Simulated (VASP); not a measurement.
CuO:

```xyz
4
Lattice="2.3878 -1.7449 0.0000 2.3878 1.7449 0.0000 -0.8667 0.0000 5.1571" Properties=species:S:1:pos:R:3 pbc="T T T"
Cu    0.7605   -0.8724    2.5785
Cu    1.1939    0.8724    0.0000
O     1.7378    0.2848    3.8678
O     2.1711   -0.2848    1.2893
```

Base run:

- Program: VASP 6.6.1
- Functional: PBE
- Dispersion: D3(BJ)
- Potentials or basis: VASP PAW PBE potentials, release 64 (Cu_sv_GW, O)
- Cutoff: 820 eV
- k mesh: 10 × 10 × 5
- Occupations: fermi-dirac, width 0.05 eV
- Spin: no spin polarisation

Its results: band gap on the k mesh zero (bands 25 and 26 overlap by 0.59 eV); pressure -8.8 GPa; largest force 0.422 eV/Å.

Task: The run is repeated on the same cell with these changes: functional from PBE to PBEsol; dispersion from D3(BJ) to D4. What comes out?

Result: Band gap on the k mesh zero (bands 25 and 26 overlap by 0.60 eV); pressure -14.5 GPa; largest force 0.513 eV/Å.

Several settings changed at once.

Caveats: semilocal functionals often make such compounds metallic where correlation or magnetic order opens a gap, which also shifts bond lengths; the stress differs along the axes, from -11 to -6 GPa (at least some runs); the stress differs along the axes, from -18 to -10 GPa (at least some runs); the PAW data sets were made with another functional, which shifts forces and pressure a little (at least some runs).
